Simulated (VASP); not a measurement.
# MgCu2S2 (R3m) in VASP: single point with PBE

Aim: the single point of MgCu2S2 with PBE.

Program: VASP 6.6.1. These are calculated values, not measurements. Logs are shortened: lines on timing, memory, paths and dates and some standing lists are left out, and cuts for length are marked.

## (1) The cell of the first run

It takes space group R3m (No. 160, trigonal). Conventional cell: a = 3.881 Å, b = 3.881 Å, c = 20.359 Å, α = 90.00°, β = 90.00°, γ = 120.00°. Within 3.3 Å of Mg (site symmetry 3m) lie 4 S at 2.40 to 2.53 Å and 6 Cu at 3.07 to 3.20 Å. Within 3.1 Å of Cu (site symmetry 3m) lie 4 S at 2.28 to 2.43 Å and 3 Mg at 3.07 Å. Cu (site symmetry 3m) has 3 S at 2.24 Å within 3.0 Å. S (site symmetry 3m) has 3 Cu at 2.43 Å and 3 Mg at 2.53 Å within 3.2 Å. S (site symmetry 3m) has 4 Cu at 2.24 to 2.28 Å and 1 Mg at 2.40 Å within 3.0 Å.

## (2) Single point, PBE, collinear spin

Contents of INCAR:

```
PREC     = Accurate       # precision mode
ENCUT    = 520            # plane-wave cutoff, eV
EDIFF    = 1E-7           # SCF threshold, eV
ISMEAR   = 0              # smearing method
SIGMA    = 0.1            # smearing width, eV
LREAL    = False          # projectors in reciprocal space
LASPH    = True           # aspherical terms in the spheres
NELM     = 150            # most SCF steps
ALGO     = Normal         # electronic algorithm
ISIF     = 2              # what is computed and relaxed
LWAVE    = False          # write WAVECAR
LCHARG   = True           # write CHGCAR
ISPIN    = 2              # spin polarisation
MAGMOM   = 0 1 1 0 0      # initial moments
LORBIT   = 11             # projections on sites
LMAXMIX  = 4              # l up to which the mixer works
GGA      = PE             # functional
LELF     = True           # ELF
LVHAR    = True         
NBANDS   = 30             # bands
```

Contents of KPOINTS:

```
Automatic mesh
0
Gamma
  6 6 6
```

Contents of POSCAR:

```
MgCu2S2
1.0
    1.9402985351      1.1202318815      6.7863209528
   -1.9402985351      1.1202318815      6.7863209528
    0.0000000000     -2.2404637631      6.7863209528
Mg Cu S
1 2 2
Direct
    0.3776062400      0.3776062400      0.3776062400
    0.6075769800      0.6075769800      0.6075769800
    0.1566984500      0.1566984500      0.1566984500
    0.9867535100      0.9867535100      0.9867535100
    0.4955714800      0.4955714800      0.4955714800
```

Potentials or basis: VASP PAW PBE potentials, release 64 (Mg, Cu, S).

On the command line:

```bash
> cat potpaw_PBE.64/Mg/POTCAR potpaw_PBE.64/Cu/POTCAR potpaw_PBE.64/S/POTCAR > POTCAR
> mpirun -np 1 vasp_std > vasp.out
```

OUTCAR:

```text
PREC = Accurate
   ENCUT = 520
   EDIFF = 1E-7
   ISMEAR = 0
   LREAL = False
   LASPH = True
   NELM = 150
   ISIF = 2
   ISPIN = 2
   LORBIT = 11
   GGA = PE

 ion  position               nearest neighbor table
   1  0.378  0.378  0.378-   5 2.40   4 2.53   4 2.53   4 2.53   2 3.07   2 3.07   2 3.07   3 3.20
                             3 3.20   3 3.20
   2  0.608  0.608  0.608-   5 2.28   4 2.43   4 2.43   4 2.43   1 3.07   1 3.07   1 3.07
   3  0.157  0.157  0.157-   5 2.24   5 2.24   5 2.24   1 3.20   1 3.20   1 3.20
   4  0.987  0.987  0.987-   2 2.43   2 2.43   2 2.43   1 2.53   1 2.53   1 2.53
   5  0.496  0.496  0.496-   3 2.24   3 2.24   3 2.24   2 2.28   1 2.40

  LATTYP: Found a trigonal (rhomboedric) cell.
 ALAT       =     7.1465956894
 COS(alpha) =     0.8525758335

  Lattice vectors:

 A1 = (   1.9402985351,   1.1202318815,   6.7863209528)
 A2 = (  -1.9402985351,   1.1202318815,   6.7863209528)
 A3 = (   0.0000000000,  -2.2404637631,   6.7863209528)

Analysis of symmetry for initial positions (statically):
=====================================================================
 Subroutine PRICEL returns:
 Original cell was already a primitive cell.

 Routine SETGRP: Setting up the symmetry group for a
 trigonal (rhombohedral) supercell.

 Subroutine GETGRP returns: Found  6 space group operations
 (whereof  6 operations were pure point group operations)
 out of a pool of 12 trial point group operations.

The static configuration has the point symmetry C_3v.

Analysis of symmetry for dynamics (positions and initial velocities):
=====================================================================
 Subroutine PRICEL returns:
 Original cell was already a primitive cell.

 Routine SETGRP: Setting up the symmetry group for a
 trigonal (rhombohedral) supercell.

 Subroutine GETGRP returns: Found  6 space group operations
 (whereof  6 operations were pure point group operations)
 out of a pool of 12 trial point group operations.

The dynamic configuration has the point symmetry C_3v.

Analysis of structural, dynamic, and magnetic symmetry:
=====================================================================
 Subroutine PRICEL returns:
 Original cell was already a primitive cell.

 Routine SETGRP: Setting up the symmetry group for a
 trigonal (rhombohedral) supercell.

 Subroutine GETGRP returns: Found  6 space group operations
 (whereof  6 operations were pure point group operations)
[... 133 lines left out ...]
   GGA     = PE    functional components
   LHFCALC =     F    Hartree Fock is set to
   AEXX    =    0.0000 exact exchange contribution
   IVDW    =     0    specifies the selected vdW correction
   LEPSILON=     F    determine dielectric tensor
   LRPA    =     F    only Hartree local field effects (RPA)
 spin polarized calculation
 Gauss-broadening in eV      SIGMA  =   0.10
  energy-cutoff  :      520.00
  volume of cell :       88.50
 maximum number of plane-waves:      2407
 NGX is ok and might be reduce to    54
   NGX = 27   NGY = 27   NGZ = 27

 number of electron      36.0000000 magnetization       0.0003149

 number of electron      36.0000000 magnetization      -0.0001200

 Free energy of the ion-electron system (eV)
  ---------------------------------------------------
  ext. energy  EPLUGINS =         0.00000000
  ---------------------------------------------------
  free energy    TOTEN  =       -19.92615539 eV

  energy without entropy =      -19.92361750  energy(sigma->0) =      -19.92488644

 E-fermi :   5.6494     XC(G=0):  -9.9060

 val. band max:        5.6245895220   @ k =   0.1667   0.1667   0.1667
 cond. band min:       6.0158205806   @ k =   0.3333   0.3333   0.3333
 fundamental gap:      0.3912310587
 Fermi energy:         5.6494016208

 spin component 1

 k-point     1 :       0.0000    0.0000    0.0000
  band No.  band energies     occupation
      1      -9.3271      1.00000
      2      -8.6175      1.00000
      3      -1.1935      1.00000
      4       0.6084      1.00000
      5       0.6084      1.00000
      6       0.7815      1.00000
[... 781 lines left out ...]
     29      15.2553      0.00000
     30      15.9647      0.00000

 [... further k-points ...]

 spin component 2

 k-point     1 :       0.0000    0.0000    0.0000
  band No.  band energies     occupation
      1      -9.3271      1.00000
      2      -8.6175      1.00000
      3      -1.1935      1.00000
      4       0.6084      1.00000
      5       0.6084      1.00000
      6       0.7815      1.00000
[... 781 lines left out ...]
     29      15.2553      0.00000
     30      15.9647      0.00000

 [... further k-points ...]
[... 5 lines left out ...]
  --------------------------------------------------------------------------------------
  -------------------------------------------------------------------------------------
  Total        0.4152014      0.4152014      0.3698585     -0.0000000     -0.0000000     -0.0000000
  in kB        7.5163545      7.5163545      6.6955155     -0.0000000     -0.0000000     -0.0000000
  external PRESSURE =       7.2427415 kB  Pullay stress =       0.0000000 kB

 VOLUME and BASIS-vectors are now :
 -----------------------------------------------------------------------------
  energy-cutoff  :      520.00
  volume of cell :       88.50
      direct lattice vectors                 reciprocal lattice vectors
     1.940298535  1.120231882  6.786320953     0.257692304  0.148778721  0.049118416
    -1.940298535  1.120231882  6.786320953    -0.257692304  0.148778721  0.049118416
     0.000000000 -2.240463763  6.786320953     0.000000000 -0.297557442  0.049118416

 POSITION                                       TOTAL-FORCE (eV/Angst)
 -----------------------------------------------------------------------------------
      0.00000     -0.00000      7.68767         0.000000      0.000000     -0.028301
      0.00000     -0.00000     12.36964         0.000000      0.000000     -0.007620
      0.00000     -0.00000      3.19022         0.000000     -0.000000      0.048130
      0.00000     -0.00000     20.08928         0.000000     -0.000000      0.015419
      0.00000     -0.00000     10.08932         0.000000      0.000000     -0.027629
 -----------------------------------------------------------------------------------
    total drift:                               -0.000000     -0.000000      0.000114

  FREE ENERGIE OF THE ION-ELECTRON SYSTEM (eV)
  ---------------------------------------------------
  free  energy   TOTEN  =       -19.9261553902 eV

  energy  without entropy=      -19.9236174970  energy(sigma->0) =      -19.92488644

 total charge

# of ion       s       p       d       tot
------------------------------------------
    1        0.155   0.133   0.040   0.329
    2        0.330   0.298   9.298   9.926
    3        0.405   0.353   9.266  10.024
    4        1.316   2.421   0.000   3.737
    5        1.302   2.440   0.000   3.742
--------------------------------------------------
tot          3.508   5.645  18.604  27.757

 magnetization (x)

# of ion       s       p       d       tot
------------------------------------------
    1       -0.000   0.000   0.000  -0.000
    2       -0.000  -0.000   0.000   0.000
    3       -0.000  -0.000   0.000   0.000
    4       -0.000   0.000   0.000   0.000
    5        0.000   0.000   0.000   0.000
--------------------------------------------------
tot         -0.000   0.000   0.000   0.000
```

Run time: 8.3 min. Hardware: 1 thread of Intel Xeon Platinum 8488C (Sapphire Rapids), shared host; peak memory 0.58 GiB.

What came out:

| Property | Result |
| --- | --- |
| Free energy | -19.9262 eV |
| Pressure | 0.7 GPa |
| Largest force | 0.048 eV/Å |
| Band gap on the k mesh | zero (filled and empty bands touch) |
| Net moment | 0.00 μB per cell |
| Valence electrons inside the program's atomic spheres | Mg 0.33; Cu 9.93, 10.02; S 3.74 |

Forces on the atoms (eV/Å):
```
Mg   0.000  0.000 -0.028
Cu   0.000  0.000 -0.008
Cu   0.000  0.000  0.048
S    0.000  0.000  0.015
S    0.000  0.000 -0.028
```

Caveat: semilocal functionals underestimate gaps, and a narrow one can read as zero. With open d or f shells a metallic result of PBE can be an artefact of self-interaction; +U or a hybrid may open a gap.

The gap in the log of VASP goes by the Fermi energy; the results here count the filled bands.